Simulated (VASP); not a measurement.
# PbS: single point with r2SCAN

Crystal: PbS.

```
Pb S
1.0
     0.00000    3.05395    3.05395
     3.05395    0.00000    3.05395
     3.05395    3.05395    0.00000
Pb S
1 1
Direct
  0.00000 0.00000 0.00000
  0.50000 0.50000 0.50000
```

This cell differs from its parent crystal: strain +0.030 along x and y, +0.030 along z.

```json
{
  "Program": "VASP 6.6.1",
  "Task": "single point",
  "Functional": "r2SCAN",
  "Potentials or basis": "VASP PAW PBE potentials, release 64 (Pb_d, S)",
  "Cutoff": "520 eV",
  "k mesh": "8 × 8 × 8",
  "Occupations": "gaussian, width 0.05 eV",
  "Spin": "no spin polarisation",
  "Dipole correction": "no",
  "Further INCAR settings": "ALGO = Normal; EDIFF = 1e-06; NBANDS = 17"
}
```

```json
{
 "Pressure": "-3.4 GPa",
 "Band gap on the k mesh": "0.92 eV"
}
```

Levels at points of the mesh, in eV from the valence-band top:
```tsv
k point	band 6	band 7	band 8	band 9	band 10	band 11	band 12	band 13	band 14	band 15
(0.00, 0.00, 0.00)	-13.35	-6.19	-1.80	-1.80	-1.80	5.37	5.37	5.37	7.43	7.43
(0.50, 0.00, 0.00)	-12.31	-8.53	-1.47	-1.47	0.00	0.92	2.45	2.45	9.11	10.84
(0.50, 0.50, 0.00)	-11.98	-7.16	-4.55	-2.95	-2.95	4.60	5.77	5.83	5.83	11.72
```

Wall time 37 s on 1 thread of Intel(R) Xeon(R) 6975P-C (Granite Rapids) (shared host), peak memory 0.19 GiB.

Caveat: the cell differs from its parent crystal (strain +0.030 along x and y, +0.030 along z); the cell stands under tension; the PAW data sets were made with another functional, which shifts forces and pressure a little; spin-orbit coupling is left out, which moves the levels of the heavy elements. A k mesh can miss the band edges.
